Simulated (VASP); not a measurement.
Here is a VASP 6.6.1 calculation.

Contents of INCAR:

```
PREC     = Accurate       # precision mode
ENCUT    = 520            # plane-wave cutoff, eV
EDIFF    = 1E-7           # SCF threshold, eV
ISMEAR   = 0              # smearing method
SIGMA    = 0.1            # smearing width, eV
LREAL    = F              # projectors in reciprocal space
LASPH    = T              # aspherical terms in the spheres
NELM     = 60             # most SCF steps
ALGO     = Normal         # electronic algorithm
ISIF     = 2              # what is computed and relaxed
LWAVE    = F              # write WAVECAR
LCHARG   = T              # write CHGCAR
GGA      = PE             # functional
LELF     = T              # ELF
LVHAR    = T            
NBANDS   = 16             # bands
```

Contents of KPOINTS:

```
regular mesh
0
Gamma
  6 6 6
```

The input POSCAR:

```
WC
1.0
    2.9005014200      0.0000000000      0.0000000000
   -1.4502507100      2.5119079100      0.0000000000
    0.0000000000      0.0000000000      2.8290000000
W C
1 1
Direct
    0.0000000000      0.0000000000      0.0000000000
    0.6666666700      0.3333333300      0.5000000000
```

Potentials or basis: VASP PAW PBE potentials, release 64 (W_sv, C).

Run with:

```sh
$ cat potpaw_PBE.64/W_sv/POTCAR potpaw_PBE.64/C/POTCAR > POTCAR
$ mpirun -np 1 vasp_std > vasp.out
```

Problem. Estimate the band gap on the k mesh.

Solution. Zero (band 9 reaches 11.80 eV, above the bottom of band 10 at 10.58 eV).

Problem. Predict the pressure.

Solution. 9.7 GPa.

Stress tensor (GPa, compression positive):
```
10.10  0.00  0.00
 0.00 10.10  0.00
 0.00  0.00  8.84
```

Caveat: the k points lie up to 0.42 Å⁻¹ apart; spin-orbit coupling is left out, which moves the levels of the heavy elements.
